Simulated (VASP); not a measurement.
Write the native input for VASP 6.6.1 that does the following.

| Quantity | Value |
| --- | --- |
| Task | relaxation of cell and atoms |
| Functional | PBEsol |
| Potentials or basis | VASP PAW PBE potentials, release 64 (Al, N) |
| Cutoff | 600 eV |
| k mesh | 10 × 10 × 10 |
| Occupations | fermi-dirac, width 0.05 eV |
| Spin | no spin polarisation |
| Target pressure | 20 GPa |
| Dipole correction | no |
| Further INCAR settings | ALGO = Normal; EDIFF = 1e-06; IBRION = 2; EDIFFG = -0.02; NSW = 80; ISIF = 3 |

The structure of AlN lies in POSCAR:

```
AlN
1.0
    0.0000000000      2.1839935596      2.1839935596
    2.1839935596      0.0000000000      2.1839935596
    2.1839935596      2.1839935596      0.0000000000
Al N
1 1
Direct
    0.0000000000      0.0000000000      0.0000000000
    0.2500000000      0.2500000000      0.2500000000
```

These files were run (other wordings do the same):

INCAR

```
PREC = Accurate
ENCUT = 600
EDIFF = 1E-6
ISMEAR = -1
SIGMA = 0.05
LREAL = F
LASPH = T
NELM = 80
ALGO = Normal
ISIF = 3
LWAVE = F
LCHARG = F
GGA = PS
IBRION = 2
NSW = 80
EDIFFG = -0.02
PSTRESS = 200.0
```

KPOINTS

```
Automatic mesh
0
Gamma
  10 10 10
```

Potentials or basis: VASP PAW PBE potentials, release 64 (Al, N).

The run is started by

```bash
$ cat potpaw_PBE.64/Al/POTCAR potpaw_PBE.64/N/POTCAR > POTCAR
$ mpirun -np 1 vasp_std > vasp.out
```

It gave:

* Relaxed volume: 9.64 Å³/atom
* Relaxed cell: a = 3.009 Å, b = 3.009 Å, c = 3.009 Å, α = 60.00°, β = 60.00°, γ = 60.00°
* Space group after relaxing (to 0.05 Å): F-43m (No. 216)
* Energy change on relaxing (the enthalpy is what falls): +48.7 meV/atom
* Ionic steps: 4
* Pressure after relaxing: 19.9 GPa
* Band gap on the k mesh: 3.22 eV, indirect (least direct gap 4.84 eV)

Caveat: the cell is relaxed towards a set pressure, so the enthalpy falls and the energy may rise; the PAW data sets were made with another functional, which shifts forces and pressure a little.

Run time: 24 s on 1 thread of Intel(R) Xeon(R) Platinum 8559C (Emerald Rapids), with other jobs on the host, peak memory 0.16 GiB.
